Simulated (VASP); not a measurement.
# As (Fd-3m) in VASP: single point with PBE

Aim: the single point of As with PBE.

Everything below comes from runs of VASP 6.6.1. Logs are shortened: lines on timing, memory, paths and dates and some standing lists are left out, and cuts for length are marked.

### 1 The cell of the first run

Symmetry: Fd-3m, No. 227, cubic system. The conventional cell has a = 6.112 Å, b = 6.112 Å, c = 6.112 Å, α = 90.00°, β = 90.00°, γ = 90.00°. As (site symmetry -43m) has 4 As at 2.65 Å within 3.5 Å.

### 2 Single point, PBE

File INCAR:

```
SYSTEM = As
  PREC = Accurate
  ENCUT = 500
  EDIFF = 1E-6
  ISMEAR = -1
  SIGMA = 0.1
  LREAL = .FALSE.
  LASPH = .TRUE.
  NELM = 120
  ALGO = Normal
  ISIF = 2
  LWAVE = .FALSE.
  LCHARG = .TRUE.
  GGA = PE
  LELF = .TRUE.
  LVHAR = .TRUE.
  NBANDS = 12
  GGA_COMPAT = .FALSE.
```

File KPOINTS:

```
regular mesh
0
G
  4 4 4
  0 0 0
```

File POSCAR:

```
As
1.0
   -3.0561542386      0.0000000000      3.0561542386
    0.0000000000      3.0561542386      3.0561542386
   -3.0561542386      3.0561542386      0.0000000000
As
2
Direct
    0.0000000000      0.0000000000      0.0000000000
    0.2500000000      0.2500000000      0.2500000000
```

Potentials or basis: VASP PAW PBE potentials, release 64 (As).

The run is started by

```bash
$ cat potpaw_PBE.64/As/POTCAR > POTCAR
$ mpirun -np 1 vasp_std > vasp.out
```

OUTCAR:

```text
SYSTEM = As
   PREC = Accurate
   ENCUT = 500
   EDIFF = 1E-6
   ISMEAR = -1
   LREAL = .FALSE.
   LASPH = .TRUE.
   NELM = 120
   ISIF = 2
   GGA = PE

 ion  position               nearest neighbor table
   1  0.000  0.000  0.000-   2 2.65   2 2.65   2 2.65   2 2.65
   2  0.250  0.250  0.250-   1 2.65   1 2.65   1 2.65   1 2.65

  LATTYP: Found a face centered cubic cell.
 ALAT       =     6.1123084772

  Lattice vectors:

 A1 = (  -3.0561542386,   0.0000000000,   3.0561542386)
 A2 = (   0.0000000000,   3.0561542386,   3.0561542386)
 A3 = (  -3.0561542386,   3.0561542386,   0.0000000000)

Analysis of symmetry for initial positions (statically):
=====================================================================
 Subroutine PRICEL returns:
 Original cell was already a primitive cell.

 Routine SETGRP: Setting up the symmetry group for a
 face centered cubic supercell.

 Subroutine GETGRP returns: Found 48 space group operations
 (whereof 24 operations were pure point group operations)
 out of a pool of 48 trial point group operations.

The static configuration has the point symmetry T_d .
 The point group associated with its full space group is O_h .

Analysis of symmetry for dynamics (positions and initial velocities):
=====================================================================
 Subroutine PRICEL returns:
 Original cell was already a primitive cell.

 Routine SETGRP: Setting up the symmetry group for a
 face centered cubic supercell.

 Subroutine GETGRP returns: Found 48 space group operations
 (whereof 24 operations were pure point group operations)
 out of a pool of 48 trial point group operations.

The dynamic configuration has the point symmetry T_d .
 The point group associated with its full space group is O_h .

 Subroutine INISYM returns: Found 48 space group operations
 (whereof 24 operations are pure point group operations),
 and found     1 'primitive' translations

----------------------------------------------------------------------------------------

                                     Primitive cell

  volume of cell :      57.0894

  direct lattice vectors                    reciprocal lattice vectors
    -3.056154239  0.000000000  3.056154239    -0.163604308 -0.163604308  0.163604308
     0.000000000  3.056154239  3.056154239     0.163604308  0.163604308  0.163604308
    -3.056154239  3.056154239  0.000000000    -0.163604308  0.163604308 -0.163604308

  length of vectors
     4.322054773  4.322054773  4.322054773     0.283370974  0.283370974  0.283370974

  position of ions in fractional coordinates (direct lattice)
     0.000000000  0.000000000  0.000000000
     0.250000000  0.250000000  0.250000000

  ion indices of the primitive-cell ions
   primitive index   ion index
                 1           1
                 2           2

----------------------------------------------------------------------------------------

 KPOINTS: regular mesh

Automatic generation of k-mesh.
 Grid dimensions read from file:
 generate k-points for:    4    4    4

 Generating k-lattice:

  Cartesian coordinates                     Fractional coordinates (reciprocal lattice)
    -0.040901077 -0.040901077  0.040901077     0.250000000  0.000000000  0.000000000
     0.040901077  0.040901077  0.040901077     0.000000000  0.250000000  0.000000000
    -0.040901077  0.040901077 -0.040901077     0.000000000  0.000000000  0.250000000

  Length of vectors
     0.070842744  0.070842744  0.070842744

  Shift w.r.t. Gamma in fractional coordinates (k-lattice)
     0.000000000  0.000000000  0.000000000

 Subroutine IBZKPT returns following result:
 ===========================================

 Found      8 irreducible k-points:

 Following reciprocal coordinates:
            Coordinates               Weight
  0.000000  0.000000  0.000000      1.000000
  0.250000  0.000000  0.000000      8.000000
  0.500000  0.000000  0.000000      4.000000
  0.250000  0.250000  0.000000      6.000000
  0.500000  0.250000  0.000000     24.000000
 -0.250000  0.250000  0.000000     12.000000
  0.500000  0.500000  0.000000      3.000000
 -0.250000  0.500000  0.250000      6.000000
   k-points           NKPTS =      8   k-points in BZ     NKDIM =      8   number of bands    NBANDS=     12
   number of dos      NEDOS =    301   number of ions     NIONS =      2
   total plane-waves  NPLWV =  32768
   dimension x,y,z NGX =    32 NGY =   32 NGZ =   32
   dimension x,y,z NGXF=    64 NGYF=   64 NGZF=   64
   ions per type =               2
   NGX,Y,Z   is equivalent  to a cutoff of  12.31, 12.31, 12.31 a.u.
   NGXF,Y,Z  is equivalent  to a cutoff of  24.62, 24.62, 24.62 a.u.
 SYSTEM =  As
   PREC   = accura    normal or accurate (medium, high low for compatibility)
   ISTART =      0    job   : 0-new  1-cont  2-samecut
   ICHARG =      2    charge: 1-file 2-atom 10-const
   ISPIN  =      1    spin polarized calculation?
   LNONCOLLINEAR =      F non collinear calculations
   LSORBIT =      F    spin-orbit coupling
   LASPH  =      T    aspherical Exc in radial PAW
   ENCUT  =  500.0 eV  36.75 Ry    6.06 a.u.   7.88  7.88  7.88*2*pi/ulx,y,z
   NELM   =    120;   NELMIN=  2; NELMDL= -5     # of ELM steps
   EDIFF  = 0.1E-05   stopping-criterion for ELM
   LREAL  =      F    real-space projection
   EDIFFG = 0.1E-04   stopping-criterion for IOM
   NSW    =      0    number of steps for IOM
   IBRION =     -1    ionic relax: 0-MD 1-quasi-New 2-CG
   NFREE  =      0    steps in history (QN), initial steepest desc. (CG)
   ISIF   =      2    stress and relaxation
   ISYM   =      2    0-nonsym 1-usesym 2-fastsym
   POTIM  = 0.5000    time-step for ionic-motion
   TEBEG  =    0.0;   TEEND  =   0.0 temperature during run
   PSTRESS=    0.0 pullay stress
   NELECT =      10.0000    total number of electrons
   NUPDOWN=      -1.0000    fix difference up-down
   EMIN   =  10.00;   EMAX   =-10.00  energy-range for DOS
   EFERMI =   0.00;   METHOD = LEGACY
   ISMEAR =    -1;   SIGMA  =   0.10  broadening in eV -4-tet -1-fermi 0-gaus
   EFERMI_NEDOS =   21; number of points for ismear=-14 and -15
   IALGO  =     38    algorithm
   IMIX   =      4    mixing-type and parameters
     AMIX     =   0.40;   BMIX     =  1.00
     AMIX_MAG =   1.60;   BMIX_MAG =  1.00
  volume/ion in A,a.u.               =      28.54       192.63
  Fermi-wavevector in a.u.,A,eV,Ry     =   0.915988  1.730965 11.415739  0.839033
  Thomas-Fermi vector in A             =   2.040792
   LORBIT       =      0    0 simple, 1 ext, 2 COOP (PROOUT), +10 PAW based schemes
   GGA     = PE    functional components
   LHFCALC =     F    Hartree Fock is set to
   AEXX    =    0.0000 exact exchange contribution
   IVDW    =     0    specifies the selected vdW correction
   LEPSILON=     F    determine dielectric tensor
   LRPA    =     F    only Hartree local field effects (RPA)
 non-spin polarized calculation
  energy-cutoff  :      500.00
  volume of cell :       57.09
 maximum number of plane-waves:      1461
   NGX = 15   NGY = 15   NGZ = 15

 number of electron      10.0000000 magnetization

 number of electron       9.9999997 magnetization

 Free energy of the ion-electron system (eV)
  ---------------------------------------------------
  ext. energy  EPLUGINS =         0.00000000
  ---------------------------------------------------
  free energy    TOTEN  =        -8.90661251 eV

  energy without entropy =       -8.87796434  energy(sigma->0) =       -8.89228842

 E-fermi :   2.6228     XC(G=0):  -8.6027

 val. band max:        2.5229995164   @ k =   0.2500   0.2500   0.0000
 cond. band min:       3.5444393800   @ k =   0.0000   0.0000   0.0000
 fundamental gap:      1.0214398636
 Fermi energy:         2.6227732033

 k-point     1 :       0.0000    0.0000    0.0000
  band No.  band energies     occupation
      1     -10.7611      2.00000
      2      -3.1539      2.00000
      3       0.8055      2.00000
      4       0.8055      2.00000
      5       0.8055      2.00000
      6       3.5444      0.00020
      7       3.5444      0.00020
      8       3.5444      0.00020
      9       7.7464      0.00000
     10      10.8002      0.00000
     11      10.8002      0.00000
     12      12.5906      0.00000

 k-point     2 :       0.2500    0.0000    0.0000
  band No.  band energies     occupation
      1     -10.2481      2.00000
      2      -4.9028      2.00000
      3       0.2587      2.00000
      4       0.2587      2.00000
      5       0.6205      2.00000
      6       4.3472      0.00000
      7       4.3472      0.00000
      8       5.0429      0.00000
      9       9.4193      0.00000
     10      10.0440      0.00000
     11      10.0440      0.00000
     12      11.8682      0.00000

 k-point     3 :       0.5000    0.0000    0.0000
  band No.  band energies     occupation
      1      -9.4224      2.00000
      2      -6.5695      2.00000
      3      -0.1126      2.00000
      4      -0.1126      2.00000
      5       0.2240      2.00000
      6       4.7696      0.00000
      7       4.7696      0.00000
      8       7.6476      0.00000
      9       9.9426      0.00000
     10      10.5878      0.00000
     11      11.6466      0.00000
     12      11.6466      0.00000

 k-point     4 :       0.2500    0.2500    0.0000
  band No.  band energies     occupation
      1     -10.0511      2.00000
      2      -5.2659      2.00000
      3      -0.4381      2.00000
      4      -0.4381      2.00000
      5       2.4036      1.79909
      6       2.5230      1.46123
      7       5.6714      0.00000
      8       5.6714      0.00000
      9       8.2794      0.00000
     10      10.4724      0.00000
     11      11.7287      0.00000
     12      14.3017      0.00000

 k-point     5 :       0.5000    0.2500    0.0000
  band No.  band energies     occupation
      1      -9.0747      2.00000
      2      -6.9097      2.00000
      3      -1.5310      2.00000
      4      -0.7130      2.00000
      5       2.2518      1.95221
      6       4.1118      0.00000
      7       6.2611      0.00000
      8       6.2706      0.00000
      9       9.5658      0.00000
     10      10.8304      0.00000
     11      11.9361      0.00000
     12      13.2751      0.00000

 k-point     6 :      -0.2500    0.2500    0.0000
  band No.  band energies     occupation
      1      -9.4818      2.00000
      2      -6.3260      2.00000
      3      -1.5580      2.00000
      4      -0.1535      2.00000
      5       2.0141      1.99547
      6       5.0061      0.00000
      7       5.1699      0.00000
      8       5.7852      0.00000
      9       9.5385      0.00000
     10       9.7733      0.00000
     11      11.5026      0.00000
     12      13.4527      0.00000

 k-point     7 :       0.5000    0.5000    0.0000
  band No.  band energies     occupation
      1      -8.0670      2.00000
      2      -8.0670      2.00000
      3      -1.1571      2.00000
      4      -1.1571      2.00000
      5       2.2755      1.93979
      6       2.2755      1.93979
      7       7.8741      0.00000
      8       7.8741      0.00000
      9      10.3577      0.00000
     10      10.3577      0.00000
     11      13.2560      0.00000
     12      13.2560      0.00000

 k-point     8 :      -0.2500    0.5000    0.2500
  band No.  band energies     occupation
      1      -8.0482      2.00000
      2      -8.0482      2.00000
      3      -1.5578      2.00000
      4      -1.5578      2.00000
      5       3.9037      0.00001
      6       3.9037      0.00001
      7       5.9602      0.00000
      8       5.9602      0.00000
      9      10.1060      0.00000
     10      10.1060      0.00000
     11      13.0568      0.00000
     12      13.0568      0.00000

------------------------ aborting loop because EDIFF is reached ----------------------------------------

  FORCE on cell =-STRESS in cart. coord.  units (eV):
  Direction    XX          YY          ZZ          XY          YZ          ZX
  --------------------------------------------------------------------------------------
  -------------------------------------------------------------------------------------
  Total       -0.4870773     -0.4870773     -0.4870773     -0.0000000      0.0000000     -0.0000000
  in kB      -13.6695026    -13.6695026    -13.6695026     -0.0000000      0.0000000     -0.0000000
  external PRESSURE =     -13.6695026 kB  Pullay stress =       0.0000000 kB

 VOLUME and BASIS-vectors are now :
 -----------------------------------------------------------------------------
  energy-cutoff  :      500.00
  volume of cell :       57.09
      direct lattice vectors                 reciprocal lattice vectors
    -3.056154239  0.000000000  3.056154239    -0.163604308 -0.163604308  0.163604308
     0.000000000  3.056154239  3.056154239     0.163604308  0.163604308  0.163604308
    -3.056154239  3.056154239  0.000000000    -0.163604308  0.163604308 -0.163604308

 POSITION                                       TOTAL-FORCE (eV/Angst)
 -----------------------------------------------------------------------------------
      0.00000      0.00000      0.00000        -0.000000      0.000000      0.000000
     -1.52808      1.52808      1.52808         0.000000     -0.000000     -0.000000
 -----------------------------------------------------------------------------------
    total drift:                               -0.000000     -0.000000      0.000000

  FREE ENERGIE OF THE ION-ELECTRON SYSTEM (eV)
  ---------------------------------------------------
  free  energy   TOTEN  =        -8.9066125105 eV

  energy  without entropy=       -8.8779643380  energy(sigma->0) =       -8.89228842
```

Wall time 9.5 s (1 thread of Intel Xeon 8259CL, shared host); peak memory 0.17 GiB.

Results:

```
Free energy            : -8.9066 eV
Pressure               : -1.4 GPa
Band gap on the k mesh : zero (band 5 reaches 3.90 eV, above the bottom of band 6 at 2.28 eV)
```

Levels at points of the mesh, in eV from the Fermi level:
```
           k point  band 1  band 2  band 3  band 4  band 5  band 6  band 7  band 8  band 9  band 10
(0.00, 0.00, 0.00)  -13.38   -5.78   -1.82   -1.82   -1.82    0.92    0.92    0.92    5.12     8.18
(0.50, 0.00, 0.00)  -12.05   -9.19   -2.74   -2.74   -2.40    2.15    2.15    5.02    7.32     7.97
(0.50, 0.50, 0.00)  -10.69  -10.69   -3.78   -3.78   -0.35   -0.35    5.25    5.25    7.73     7.73
```

Caveat: the k points lie up to 0.45 Å⁻¹ apart.
